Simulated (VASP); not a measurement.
KBr, 2 atoms in the cell. It takes space group Fm-3m (No. 225, cubic). The conventional cell has a = 6.729 Å, b = 6.729 Å, c = 6.729 Å, α = 90.00°, β = 90.00°, γ = 90.00°. Within 4.4 Å of Br (site symmetry m-3m) lie 6 K at 3.36 Å. Within 4.4 Å of K (site symmetry m-3m) lie 6 Br at 3.36 Å. 

```yaml
Program: VASP 6.6.1
Task: single point
Functional: r2SCAN
Potentials_or_basis: VASP PAW PBE potentials, release 64 (Br, K_sv)
Cutoff: 520 eV
k_mesh: 7 × 7 × 7
Occupations: fermi-dirac, width 0.05 eV
Spin: no spin polarisation
Dipole_correction: no
Further_INCAR_settings: ALGO = Normal; EDIFF = 1e-06; NBANDS = 15
```

Potentials or basis: VASP PAW PBE potentials, release 64 (Br, K_sv).

Command:

```console
$ cat potpaw_PBE.64/Br/POTCAR potpaw_PBE.64/K_sv/POTCAR > POTCAR
$ cp INCAR.step1 INCAR
$ mpirun -np 1 vasp_std > vasp.out
$ cp INCAR.step2 INCAR
$ mpirun -np 1 vasp_std > vasp.out
```

Hardware: 1 thread of Intel(R) Xeon(R) Platinum 8375C CPU @ 2.90GHz (Ice Lake), on a shared host.

Q: How long does it take, and how much memory?

A: It took 73 s on 1 thread of Intel(R) Xeon(R) Platinum 8375C CPU @ 2.90GHz (Ice Lake), with other jobs on the host, peak memory 0.22 GiB. Counts: k points 20.
